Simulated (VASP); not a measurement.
Write the native input for VASP 6.6.1 that does the following.

```
Task                   : single point
Functional             : LDA
Potentials or basis    : VASP PAW LDA potentials, release 64 (Cs_sv)
Cutoff                 : 520 eV
k mesh                 : 13 × 13 × 13
Occupations            : fermi-dirac, width 0.1 eV
Spin                   : no spin polarisation
Dipole correction      : no
Further INCAR settings : ALGO = Normal; EDIFF = 1e-06; NBANDS = 10
```

The structure of Cs lies in POSCAR:

```
Cs
1.0
   -2.9951147547      2.9951147547      2.9951147547
    2.9951147547     -2.9951147547      2.9951147547
    2.9951147547      2.9951147547     -2.9951147547
Cs
1
Direct
    0.0000000000      0.0000000000      0.0000000000
```

This cell differs from its parent crystal: volume scaled by 1.12.

These files were run (other wordings do the same):

INCAR

```
ALGO = Normal
EDIFF = 1E-6
ENCUT = 520
ISIF = 2
ISMEAR = -1
LASPH = True
LCHARG = False
LREAL = False
LWAVE = False
NBANDS = 10
NELM = 60
PREC = Accurate
SIGMA = 0.1
```

KPOINTS

```
k-points
0
Gamma
  13 13 13
```

Potentials or basis: VASP PAW LDA potentials, release 64 (Cs_sv).

Command:

```sh
$ cat potpaw_LDA.64/Cs_sv/POTCAR > POTCAR
$ mpirun -np 1 vasp_std > vasp.out
```

It gave:

* Pressure: -0.2 GPa

Wall time 38 s on 1 thread of Intel Xeon 6975P-C, with other jobs on the host, peak memory 0.24 GiB.
